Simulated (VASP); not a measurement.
# NiSb (Breithauptite) (P6_3/mmc) in VASP: notebook

Aim: see how the results for NiSb (Breithauptite) move with the level of theory and the settings. Levels: PBEsol, LDA. Tasks: single point, relaxation of cell and atoms.

Everything below comes from runs of VASP 6.6.1. Logs are shortened: lines on timing, memory, paths and dates and some standing lists are left out, and cuts for length are marked.

## 1. The cell of the first run

The structure is hexagonal, space group P6_3/mmc (No. 194). The conventional cell has a = 3.954 Å, b = 3.954 Å, c = 5.154 Å, α = 90.00°, β = 90.00°, γ = 120.00°. Within 3.5 Å of Sb (site symmetry -6m2) lie 6 Ni at 2.62 Å and 6 Sb at 3.44 Å. Ni (site symmetry -3m) has 2 Ni at 2.58 Å and 6 Sb at 2.62 Å within 3.4 Å.

## 2. Single point, PBEsol, collinear spin, ferromagnetic start (volume scaled by 1.02)

Contents of INCAR:

```
ALGO = Normal
EDIFF = 1E-6
ENCUT = 520
GGA = PS
ISIF = 2
ISMEAR = -1
ISPIN = 2
LASPH = True
LCHARG = True
LELF = True
LMAXMIX = 4
LORBIT = 11
LREAL = False
LVHAR = True
LWAVE = False
MAGMOM = 0 0 1 1
NBANDS = 27
NELM = 150
PREC = Accurate
SIGMA = 0.05
```

Contents of KPOINTS:

```
k-points
0
Gamma
  8 8 5
```

Contents of POSCAR:

```
NiSb
1.0
    3.9540140032      0.0000000000      0.0000000000
   -1.9770070016      3.4242765737      0.0000000000
    0.0000000000      0.0000000000      5.1539082729
Sb Ni
2 2
Direct
    0.6666666667      0.3333333333      0.7500000000
    0.3333333333      0.6666666667      0.2500000000
    0.0000000000      0.0000000000      0.5000000000
    0.0000000000      0.0000000000      0.0000000000
```

Potentials or basis: VASP PAW PBE potentials, release 64 (Sb, Ni).

Command:

```bash
> cat potpaw_PBE.64/Sb/POTCAR potpaw_PBE.64/Ni/POTCAR > POTCAR
> mpirun -np 1 vasp_std > vasp.out
```

OUTCAR:

```text
EDIFF = 1E-6
   ENCUT = 520
   GGA = PS
   ISIF = 2
   ISMEAR = -1
   ISPIN = 2
   LASPH = True
   LORBIT = 11
   LREAL = False
   NELM = 150
   PREC = Accurate

 ion  position               nearest neighbor table
   1  0.667  0.333  0.750-   3 2.62   4 2.62   3 2.62   4 2.62   3 2.62   4 2.62   2 3.44   2 3.44
                             2 3.44   2 3.44   2 3.44   2 3.44
   2  0.333  0.667  0.250-   3 2.62   4 2.62   3 2.62   4 2.62   3 2.62   4 2.62   1 3.44   1 3.44
                             1 3.44   1 3.44   1 3.44   1 3.44
   3  0.000  0.000  0.500-   4 2.58   4 2.58   1 2.62   2 2.62   1 2.62   2 2.62   1 2.62   2 2.62

   4  0.000  0.000  0.000-   3 2.58   3 2.58   1 2.62   2 2.62   1 2.62   2 2.62   1 2.62   2 2.62

  LATTYP: Found a hexagonal cell.
 ALAT       =     3.9540140032
 C/A-ratio  =     1.3034623218

  Lattice vectors:

 A1 = (   3.9540140032,   0.0000000000,   0.0000000000)
 A2 = (  -1.9770070016,   3.4242765737,   0.0000000000)
 A3 = (   0.0000000000,   0.0000000000,   5.1539082729)

Analysis of symmetry for initial positions (statically):
=====================================================================
 Subroutine PRICEL returns:
 Original cell was already a primitive cell.

 Routine SETGRP: Setting up the symmetry group for a
 hexagonal supercell.

 Subroutine GETGRP returns: Found 24 space group operations
 (whereof 12 operations were pure point group operations)
 out of a pool of 24 trial point group operations.

The static configuration has the point symmetry D_3d.
 The point group associated with its full space group is D_6h.

Analysis of symmetry for dynamics (positions and initial velocities):
=====================================================================
 Subroutine PRICEL returns:
 Original cell was already a primitive cell.

 Routine SETGRP: Setting up the symmetry group for a
 hexagonal supercell.

 Subroutine GETGRP returns: Found 24 space group operations
 (whereof 12 operations were pure point group operations)
 out of a pool of 24 trial point group operations.

The dynamic configuration has the point symmetry D_3d.
 The point group associated with its full space group is D_6h.

Analysis of structural, dynamic, and magnetic symmetry:
=====================================================================
 Subroutine PRICEL returns:
 Original cell was already a primitive cell.

 Routine SETGRP: Setting up the symmetry group for a
 hexagonal supercell.

 Subroutine GETGRP returns: Found 24 space group operations
 (whereof 12 operations were pure point group operations)
 out of a pool of 24 trial point group operations.

The overall configuration has the point symmetry D_3d.
 The point group associated with its full space group is D_6h.

 Subroutine INISYM returns: Found 24 space group operations
 (whereof 12 operations are pure point group operations),
 and found     1 'primitive' translations

----------------------------------------------------------------------------------------

                                     Primitive cell

  volume of cell :      69.7820

  direct lattice vectors                    reciprocal lattice vectors
     3.954014003  0.000000000  0.000000000     0.252907551  0.146016243  0.000000000
    -1.977007002  3.424276574  0.000000000     0.000000000  0.292032486  0.000000000
     0.000000000  0.000000000  5.153908273     0.000000000  0.000000000  0.194027512

  length of vectors
     3.954014003  3.954014003  5.153908273     0.292032486  0.292032486  0.194027512

  position of ions in fractional coordinates (direct lattice)
     0.666666667  0.333333333  0.750000000
     0.333333333  0.666666667  0.250000000
     0.000000000  0.000000000  0.500000000
     0.000000000  0.000000000  0.000000000

  ion indices of the primitive-cell ions
   primitive index   ion index
                 1           1
                 2           2
                 3           3
                 4           4

----------------------------------------------------------------------------------------

 KPOINTS: k-points

Automatic generation of k-mesh.
 Grid dimensions read from file:
 generate k-points for:    8    8    5

 Generating k-lattice:

  Cartesian coordinates                     Fractional coordinates (reciprocal lattice)
     0.031613444  0.018252030  0.000000000     0.125000000  0.000000000  0.000000000
     0.000000000  0.036504061  0.000000000     0.000000000  0.125000000  0.000000000
     0.000000000  0.000000000  0.038805502     0.000000000  0.000000000  0.200000000

  Length of vectors
     0.036504061  0.036504061  0.038805502

  Shift w.r.t. Gamma in fractional coordinates (k-lattice)
     0.000000000  0.000000000  0.000000000

 Subroutine IBZKPT returns following result:
 ===========================================

 Found     30 irreducible k-points:

 Following reciprocal coordinates:
            Coordinates               Weight
  0.000000  0.000000  0.000000      1.000000
[... 36 lines left out ...]
   TEBEG  =    0.0;   TEEND  =   0.0 temperature during run
   PSTRESS=    0.0 pullay stress
   NELECT =      30.0000    total number of electrons
   NUPDOWN=      -1.0000    fix difference up-down
   EMIN   =  10.00;   EMAX   =-10.00  energy-range for DOS
   EFERMI =   0.00;   METHOD = LEGACY
   ISMEAR =    -1;   SIGMA  =   0.05  broadening in eV -4-tet -1-fermi 0-gaus
   EFERMI_NEDOS =   21; number of points for ismear=-14 and -15
   IALGO  =     38    algorithm
   IMIX   =      4    mixing-type and parameters
     AMIX     =   0.40;   BMIX     =  1.00
     AMIX_MAG =   1.60;   BMIX_MAG =  1.00
  volume/ion in A,a.u.               =      17.45       117.73
  Fermi-wavevector in a.u.,A,eV,Ry     =   1.235570  2.334889 20.771105  1.526633
  Thomas-Fermi vector in A             =   2.370214
   LORBIT       =     11    0 simple, 1 ext, 2 COOP (PROOUT), +10 PAW based schemes
   GGA     = PS    functional components
   LHFCALC =     F    Hartree Fock is set to
   AEXX    =    0.0000 exact exchange contribution
   IVDW    =     0    specifies the selected vdW correction
   LEPSILON=     F    determine dielectric tensor
   LRPA    =     F    only Hartree local field effects (RPA)
 spin polarized calculation
  energy-cutoff  :      520.00
  volume of cell :       69.78
 maximum number of plane-waves:      1915
 NGX is ok and might be reduce to    30
   NGX = 15   NGY = 15   NGZ = 19

 number of electron      30.0000023 magnetization      -0.0253742

 number of electron      30.0000023 magnetization       0.0015332

 Free energy of the ion-electron system (eV)
  ---------------------------------------------------
  ext. energy  EPLUGINS =         0.00000000
  ---------------------------------------------------
  free energy    TOTEN  =       -22.65245724 eV

  energy without entropy =      -22.63064994  energy(sigma->0) =      -22.64155359

 E-fermi :   9.5631     XC(G=0): -11.5649

 val. band max:        9.5622900755   @ k =   0.3750   0.0000   0.0000
 cond. band min:       9.5684829242   @ k =   0.0000   0.0000   0.0000
 fundamental gap:      0.0061928488
 Fermi energy:         9.5630694577

 spin component 1

 k-point     1 :       0.0000    0.0000    0.0000
  band No.  band energies     occupation
      1      -3.2450      1.00000
      2       1.1937      1.00000
      3       3.4586      1.00000
      4       5.7491      1.00000
      5       5.7491      1.00000
      6       6.5045      1.00000
[... 19 lines left out ...]
     26      19.2637      0.00000
     27      19.2637      0.00000
[... 667 lines left out ...]
      5       6.2948      1.00000
      6       6.5278      1.00000
[... 19 lines left out ...]
     26      20.3071      0.00000
     27      21.2051      0.00000

 [... further k-points ...]

 spin component 2

 k-point     1 :       0.0000    0.0000    0.0000
  band No.  band energies     occupation
      1      -3.2449      1.00000
      2       1.1938      1.00000
      3       3.4587      1.00000
      4       5.7494      1.00000
      5       5.7494      1.00000
      6       6.5050      1.00000
[... 19 lines left out ...]
     26      19.2639      0.00000
     27      19.2639      0.00000
[... 667 lines left out ...]
      5       6.2951      1.00000
      6       6.5281      1.00000
[... 19 lines left out ...]
     26      20.3072      0.00000
     27      21.2052      0.00000

 [... further k-points ...]
[... 5 lines left out ...]
  --------------------------------------------------------------------------------------
  -------------------------------------------------------------------------------------
  Total       -1.7032739     -1.7032739     -1.9937983      0.0000000      0.0000000      0.0000000
  in kB      -39.1067171    -39.1067171    -45.7770793      0.0000000      0.0000000      0.0000000
  external PRESSURE =     -41.3301712 kB  Pullay stress =       0.0000000 kB

 VOLUME and BASIS-vectors are now :
 -----------------------------------------------------------------------------
  energy-cutoff  :      520.00
  volume of cell :       69.78
      direct lattice vectors                 reciprocal lattice vectors
     3.954014003  0.000000000  0.000000000     0.252907551  0.146016243  0.000000000
    -1.977007002  3.424276574  0.000000000     0.000000000  0.292032486  0.000000000
     0.000000000  0.000000000  5.153908273     0.000000000  0.000000000  0.194027512

 POSITION                                       TOTAL-FORCE (eV/Angst)
 -----------------------------------------------------------------------------------
      1.97701      1.14143      3.86543         0.000000      0.000000      0.000000
     -0.00000      2.28285      1.28848        -0.000000     -0.000000      0.000000
      0.00000      0.00000      2.57695        -0.000000      0.000000      0.000000
      0.00000      0.00000      0.00000        -0.000000      0.000000      0.000000
 -----------------------------------------------------------------------------------
    total drift:                               -0.000000      0.000000      0.000000

  FREE ENERGIE OF THE ION-ELECTRON SYSTEM (eV)
  ---------------------------------------------------
  free  energy   TOTEN  =       -22.6524572363 eV

  energy  without entropy=      -22.6306499367  energy(sigma->0) =      -22.64155359

 total charge

# of ion       s       p       d       tot
------------------------------------------
    1        1.134   1.208   0.072   2.415
    2        1.134   1.208   0.072   2.415
    3        0.446   0.471   8.455   9.372
    4        0.446   0.471   8.455   9.372
--------------------------------------------------
tot          3.161   3.358  17.054  23.574

 magnetization (x)

# of ion       s       p       d       tot
------------------------------------------
    1        0.000   0.000  -0.000   0.000
    2        0.000   0.000  -0.000   0.000
    3       -0.000   0.000   0.000   0.000
    4       -0.000   0.000   0.000   0.000
--------------------------------------------------
tot          0.000   0.000   0.000   0.000
```

Run time: 2.8 min. Hardware: 1 thread of Intel Xeon 8259CL, shared host; peak memory 0.26 GiB.

What came out:

```yaml
Free_energy: -22.6525 eV
Pressure: -4.1 GPa
Band_gap_on_the_k_mesh: zero (filled and empty bands overlap)
Net_moment: 0.00 μB per cell
Valence_electrons_inside_the_program's_atomic_spheres: Sb 2.42; Ni 9.37
```

Stress tensor (GPa, compression positive):
```
-3.91  0.00  0.00
 0.00 -3.91  0.00
 0.00  0.00 -4.58
```

Caveat: the cell differs from its parent crystal (volume scaled by 1.02); the PAW data sets were made with another functional, which shifts forces and pressure a little; spin-orbit coupling is left out, which moves the levels of the heavy elements.

## 3. Single point, LDA, collinear spin, ferromagnetic start

This run uses another cell than the first one, of 14.71 Å³/atom, 0.843 times its volume.

Contents of INCAR:

```
SYSTEM = NiSb
PREC = Accurate
ENCUT = 520
EDIFF = 1E-6
ISMEAR = -1
SIGMA = 0.05
LREAL = .False.
LASPH = .True.
NELM = 150
ALGO = Normal
ISIF = 2
LWAVE = .False.
LCHARG = .False.
ISPIN = 2
MAGMOM = 0 0 1 1
LORBIT = 11
LMAXMIX = 4
NBANDS = 27
```

Contents of KPOINTS:

```
regular mesh
0
Gamma
  6 6 4
  0 0 0
```

Contents of POSCAR:

```
NiSb
1.0
    3.7348656317      0.0000000000      0.0000000000
   -1.8674328159      3.2344885168      0.0000000000
    0.0000000000      0.0000000000      4.8694469879
Sb Ni
2 2
Direct
    0.6666666667      0.3333333333      0.7500000000
    0.3333333333      0.6666666667      0.2500000000
    0.0000000000      0.0000000000      0.5000000000
    0.0000000000      0.0000000000      0.0000000000
```

Potentials or basis: VASP PAW LDA potentials, release 64 (Sb, Ni).

Command:

```bash
> cat potpaw_LDA.64/Sb/POTCAR potpaw_LDA.64/Ni/POTCAR > POTCAR
> mpirun -np 1 vasp_std > vasp.out
```

Wall time 98 s (1 thread of AMD EPYC 7R43 (Zen 3), shared host); peak memory 0.15 GiB.

Results (log left out):

* Free energy: -23.7456 eV
* Pressure: 20.5 GPa
* Band gap on the k mesh: zero (filled and empty bands overlap)
* Net moment: 0.00 μB per cell
* Valence electrons inside the program's atomic spheres: Sb 2.58; Ni 9.74

Stress tensor (GPa, compression positive):
```
20.44  0.00  0.00
 0.00 20.44  0.00
 0.00  0.00 20.60
```

Levels at points of the mesh, in eV from the Fermi level:
Spin up:
```
           k point  band 11  band 12  band 13  band 14  band 15  band 16  band 17  band 18  band 19  band 20
(0.00, 0.00, 0.00)    -1.84    -1.84    -0.16     0.60     0.60     2.81     2.81     3.21     4.68     6.45
(0.50, 0.00, 0.00)    -2.82    -2.52    -2.13    -1.92    -1.81    -0.22     1.23     3.44     4.65     5.45
(0.00, 0.00, 0.50)    -2.80    -2.80     0.64     0.64     2.34     2.34     2.34     2.34     5.49     5.49
(0.50, 0.00, 0.50)    -2.60    -2.60    -2.43    -2.43     0.04     0.04     2.09     2.09     5.57     5.57
```
Spin down:
```csv
k point,band 13,band 14,band 15,band 16,band 17,band 18
"(0.00, 0.00, 0.00)",-0.16,0.60,0.60,2.81,2.81,3.21
"(0.50, 0.00, 0.00)",-2.13,-1.92,-1.81,-0.22,1.23,3.44
"(0.00, 0.00, 0.50)",0.64,0.64,2.34,2.34,2.34,2.34
"(0.50, 0.00, 0.50)",-2.43,-2.43,0.04,0.04,2.09,2.09
```

Caveat: spin-orbit coupling is left out, which moves the levels of the heavy elements.

## 4. Relaxation of cell and atoms, LDA, collinear spin, ferromagnetic start, target pressure 20 GPa, at which the enthalpy is minimised

This run uses another cell than the first one, of 17.10 Å³/atom, 0.980 times its volume.

Contents of INCAR:

```
SYSTEM = NiSb
PREC = Accurate
ENCUT = 600
EDIFF = 1E-6
ISMEAR = -1
SIGMA = 0.05
LREAL = .False.
LASPH = .True.
NELM = 150
ALGO = Normal
ISIF = 3
LWAVE = .False.
LCHARG = .False.
ISPIN = 2
MAGMOM = 0 0 1 1
LORBIT = 11
LMAXMIX = 4
IBRION = 2
NSW = 60
EDIFFG = -0.01
PSTRESS = 200.0
```

KPOINTS is that of step 3.

Contents of POSCAR:

```
NiSb
1.0
    3.9280000000      0.0000000000      0.0000000000
   -1.9640000000      3.4017477861      0.0000000000
    0.0000000000      0.0000000000      5.1200000000
Sb Ni
2 2
Direct
    0.6666666667      0.3333333333      0.7500000000
    0.3333333333      0.6666666667      0.2500000000
    0.0000000000      0.0000000000      0.5000000000
    0.0000000000      0.0000000000      0.0000000000
```

Command:

```bash
> cat potpaw_LDA.64/Sb/POTCAR potpaw_LDA.64/Ni/POTCAR > POTCAR
> mpirun -np 1 vasp_std > vasp.out
```

Wall time 8.1 min (1 thread of AMD EPYC 7R43 (Zen 3), shared host); peak memory 0.18 GiB.

The run converged. Its results:

* Free energy: -23.7604 eV
* Relaxed volume: 14.73 Å³/atom
* Relaxed cell: a = 3.736 Å, b = 3.736 Å, c = 4.874 Å, α = 90.00°, β = 90.00°, γ = 120.00°
* Space group after relaxing (to 0.05 Å): P6_3/mmc (No. 194)
* Energy change on relaxing (the enthalpy is what falls): +83.2 meV/atom
* Ionic steps: 5
* Pressure after relaxing: 20.0 GPa
* Band gap on the k mesh: zero (filled and empty bands overlap)
* Net moment: 0.00 μB per cell
* Valence electrons inside the program's atomic spheres: Sb 2.58; Ni 9.74

The path:
```csv
step,energy change (eV),largest force (eV/Å),pressure (GPa),volume (Å³)
1,0.0000,0.0000,-4.99,68.41
2,5.7343,0.0000,130.20,45.25
3,0.2527,0.0000,17.31,59.61
4,0.3082,0.0000,19.20,59.12
5,0.3327,0.0000,19.98,58.92
```

Final structure:
```
CELL_PARAMETERS angstrom
3.73621 0.00000 0.00000
-1.86810 3.23565 0.00000
0.00000 0.00000 4.87391
ATOMIC_POSITIONS crystal
Sb 0.66667 0.33333 0.75000
Sb 0.33333 0.66667 0.25000
Ni 0.00000 0.00000 0.50000
Ni 0.00000 0.00000 0.00000
```

Levels at points of the mesh, in eV from the Fermi level:
Spin up:
```csv
k point,band 12,band 13,band 14,band 15,band 16,band 17,band 18,band 19
"(0.00, 0.00, 0.00)",-1.84,-0.17,0.60,0.60,2.81,2.81,3.22,4.67
"(0.50, 0.00, 0.00)",-2.52,-2.13,-1.91,-1.81,-0.22,1.23,3.44,4.64
"(0.00, 0.00, 0.50)",-2.79,0.63,0.63,2.34,2.34,2.34,2.34,5.49
"(0.50, 0.00, 0.50)",-2.59,-2.43,-2.43,0.04,0.04,2.08,2.08,5.56
```
Spin down:
| k point | band 12 | band 13 | band 14 | band 15 | band 16 | band 17 | band 18 | band 19 |
| --- | --- | --- | --- | --- | --- | --- | --- | --- |
| (0.00, 0.00, 0.00) | -1.84 | -0.17 | 0.60 | 0.60 | 2.81 | 2.81 | 3.22 | 4.67 |
| (0.50, 0.00, 0.00) | -2.52 | -2.13 | -1.91 | -1.81 | -0.22 | 1.23 | 3.44 | 4.64 |
| (0.00, 0.00, 0.50) | -2.79 | 0.63 | 0.63 | 2.34 | 2.34 | 2.34 | 2.34 | 5.49 |
| (0.50, 0.00, 0.50) | -2.59 | -2.43 | -2.43 | 0.04 | 0.04 | 2.08 | 2.08 | 5.56 |

Caveat: the cell is relaxed towards a set pressure, so the enthalpy falls and the energy may rise; spin-orbit coupling is left out, which moves the levels of the heavy elements. LDA usually gives volumes a few per cent too small.

## 5. Summary

```csv
task,level,potentials or basis,cell,k mesh,cutoff (eV),gap on the mesh (eV),pressure (GPa),moment (μB)
single point,PBEsol,"VASP PAW PBE potentials, release 64 (Sb, Ni)","a = 3.954, b = 3.954, c = 5.154 Å, angles 90.0, 90.0, 120.0°, 4 atoms",8 × 8 × 5,520,none,-4.1,0.00
single point,LDA,"VASP PAW LDA potentials, release 64 (Sb, Ni)","a = 3.735, b = 3.735, c = 4.869 Å, angles 90.0, 90.0, 120.0°, 4 atoms",6 × 6 × 4,520,none,20.5,0.00
relaxation of cell and atoms,LDA,"VASP PAW LDA potentials, release 64 (Sb, Ni)","relaxed to 20 GPa from a = 3.928, b = 3.928, c = 5.120 Å, angles 90.0, 90.0, 120.0°, 4 atoms",6 × 6 × 4,600,none,20.0,0.00
```

Alike in all rows: spin collinear, ferromagnetic start; smearing fermi-dirac 0.05 eV.

Caveats: spin-orbit coupling is left out, which moves the levels of the heavy elements; the PAW data sets were made with another functional, which shifts forces and pressure a little (some runs); the cell is relaxed towards a set pressure, so the enthalpy falls and the energy may rise (some runs).

Total energies depend on the potentials used, so only differences within one code and one set of settings carry meaning.
